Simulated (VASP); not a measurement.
Wanted: the native input for a VASP 6.6.1 run.

| Quantity | Value |
| --- | --- |
| Task | relaxation of cell and atoms |
| Functional | LDA |
| Potentials or basis | VASP PAW LDA potentials, release 64 (K_sv, H, C, O) |
| Cutoff | 600 eV |
| k mesh | 6 × 6 × 4 |
| Occupations | gaussian, width 0.02 eV |
| Spin | no spin polarisation |
| Dipole correction | no |
| Further INCAR settings | ALGO = Normal; EDIFF = 1e-07; IBRION = 2; EDIFFG = -0.005; NSW = 100; ISIF = 3 |

The structure of KHCO2 lies in POSCAR:

```
KHCO2
1.0
    2.8556703958     -3.2562973119      0.0000000000
    2.8556703958      3.2562973119      0.0000000000
    0.0000000000      0.0000000000      6.6326957980
K H C O
2 2 2 4
Direct
    0.0000000000      0.0000000000      0.5000000000
    0.0000000000      0.0000000000      0.0000000000
    0.4288340772      0.5711659228      0.2500000000
    0.5711659228      0.4288340772      0.7500000000
    0.6010654974      0.3989345026      0.2500000000
    0.3989345026      0.6010654974      0.7500000000
    0.4953334567      0.1146711559      0.2500000000
    0.1146711559      0.4953334567      0.7500000000
    0.5046665433      0.8853288441      0.7500000000
    0.8853288441      0.5046665433      0.2500000000
```

One way to write it, as run:

INCAR

```
ALGO = Normal
EDIFF = 1E-7
EDIFFG = -0.005
ENCUT = 600
IBRION = 2
ISIF = 3
ISMEAR = 0
LASPH = True
LCHARG = False
LREAL = False
LWAVE = False
NELM = 80
NSW = 100
PREC = Accurate
SIGMA = 0.02
```

KPOINTS

```
k-points
0
Gamma
  6 6 4
```

Potentials or basis: VASP PAW LDA potentials, release 64 (K_sv, H, C, O).

The run is started by

```console
$ cat potpaw_LDA.64/K_sv/POTCAR potpaw_LDA.64/H/POTCAR potpaw_LDA.64/C/POTCAR potpaw_LDA.64/O/POTCAR > POTCAR
$ mpirun -np 1 vasp_std > vasp.out
```

Results of the run:

```json
{
 "Relaxed volume": "12.36 Å³/atom",
 "Relaxed cell": "a = 4.335 Å, b = 4.335 Å, c = 6.634 Å, α = 90.00°, β = 90.00°, γ = 97.46°",
 "Space group after relaxing (to 0.1 Å)": "Cmcm (No. 63)",
 "Energy gained by relaxing": "0.5 meV/atom",
 "Ionic steps": "7",
 "Pressure after relaxing": "0.0 GPa",
 "Band gap on the k mesh": "3.81 eV"
}
```

It took 8.2 min on 1 thread of Intel(R) Xeon(R) Platinum 8559C (Emerald Rapids), on a shared host, peak memory 0.33 GiB.
